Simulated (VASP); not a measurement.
Set up this calculation in VASP 6.6.1, as the native input.

```yaml
Task: single point
Functional: PBE
Potentials_or_basis: VASP PAW PBE potentials, release 64 (Zn, O_h)
Cutoff: 910 eV
k_mesh: 12 × 12 × 6
Occupations: gaussian, width 0.05 eV
Spin: no spin polarisation
Dipole_correction: no
Further_INCAR_settings: ALGO = Normal; EDIFF = 1e-06; NBANDS = 26
```

The structure of ZnO lies in POSCAR:

```
ZnO
1.0
    3.2493987239      0.0000000000      0.0000000000
   -1.6246993619      2.8140618419      0.0000000000
    0.0000000000      0.0000000000      5.2038000000
Zn O
2 2
Direct
    0.3333333333      0.6666666667      0.0000000000
    0.6666666667      0.3333333333      0.5000000000
    0.3333333333      0.6666666667      0.3821000000
    0.6666666667      0.3333333333      0.8821000000
```

The input as run:

INCAR

```
SYSTEM = ZnO
PREC     = Accurate       ! precision mode
ENCUT    = 910            ! plane-wave cutoff, eV
EDIFF    = 1E-6           ! SCF threshold, eV
ISMEAR   = 0              ! smearing method
SIGMA    = 0.05           ! smearing width, eV
LREAL    = .FALSE.        ! projectors in reciprocal space
LASPH    = .TRUE.         ! aspherical terms in the spheres
NELM     = 120            ! most SCF steps
ALGO     = Normal         ! electronic algorithm
ISIF     = 2              ! what is computed and relaxed
LWAVE    = .FALSE.        ! write WAVECAR
LCHARG   = .FALSE.        ! write CHGCAR
GGA      = PE             ! functional
NBANDS   = 26             ! bands
GGA_COMPAT= .FALSE.
```

KPOINTS

```
regular mesh
0
G
  12 12 6
  0 0 0
```

Potentials or basis: VASP PAW PBE potentials, release 64 (Zn, O_h).

Launch:

```sh
$ cat potpaw_PBE.64/Zn/POTCAR potpaw_PBE.64/O_h/POTCAR > POTCAR
$ mpirun -np 1 vasp_std > vasp.out
```

It gave:

```yaml
Pressure: 5.7 GPa
Largest_force: 0.032 eV/Å
Band_gap_on_the_k_mesh: 0.79 eV
```

Caveat: the cutoff is under 1.25 times the usual one of these potentials, so pressure, stress and relaxed cells hold a basis-set (Pulay) error; the cell stands under pressure.

Run time: 100 s on 1 thread of Intel(R) Xeon(R) Platinum 8488C (Sapphire Rapids), with other jobs on the host, peak memory 0.35 GiB.
